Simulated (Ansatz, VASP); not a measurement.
**One calculation of LiCl, two programs**

Contents of INCAR:

```
PREC = Accurate ; ENCUT = 520
EDIFF = 1E-7 ; ISMEAR = 0
SIGMA = 0.05 ; LREAL = F
LASPH = T ; NELM = 80
ALGO = Normal ; ISIF = 2
LWAVE = F ; LCHARG = F
GGA = PE ; NBANDS = 12
```

KPOINTS

```
Automatic mesh
0
Gamma
  8 8 8
```

Contents of POSCAR:

```
LiCl
1.0
    0.0000000000      2.3595792000      2.6673504000
    2.3595792000      0.0000000000      2.6673504000
    2.3595792000      2.3595792000      0.0000000000
Li Cl
1 1
Direct
    0.0000000000      0.0000000000      0.0000000000
    0.5000000000      0.5000000000      0.5000000000
```

Input for Ansatz:

```yaml
crystal:
  lattice:
    - [0.0, 2.3595792, 2.6673504]
    - [2.3595792, 0.0, 2.6673504]
    - [2.3595792, 2.3595792, 0.0]
  atoms:
    - { symbol: Li, position: [0.0, 0.0, 0.0] }
    - { symbol: Cl, position: [0.5, 0.5, 0.5] }
basis:
  ecutwfc: 420
kpoints:
  mp_grid: { grid: [8, 8, 8] }
hamiltonian:
  xc: pbe
scf:
  occupations: { method: gaussian, width: 0.05 }
output:
  forces: true
  stress: true
  eigenvalues: true
```

Change from the starting cell: strain -0.080 along x and y, +0.040 along z, atoms carried along.

Alike in both runs: task single point; functional PBE; k mesh 8 × 8 × 8; occupations gaussian, width 0.05 eV; no spin polarisation.

|  | VASP | Ansatz |
| --- | --- | --- |
| version | VASP 6.6.1 | Ansatz 0.2.0 |
| potentials or method | VASP PAW PBE potentials, release 64 (Li_sv, Cl), cutoff 520 eV | scalar-relativistic, plane waves, PAW |
| valence electrons in the cell | 10 | 10 |

VASP gave:

- gap on the k mesh at the Fermi level (eV): 6.67
- least direct gap on the mesh (eV): 6.88

Q: Estimate Ansatz's values.

A: gap on the k mesh at the Fermi level (eV): 6.65; least direct gap on the mesh (eV): 6.86.

Noted on VASP's run: the cutoff is under 1.25 times that of the potentials, so the pressure is a little rough.
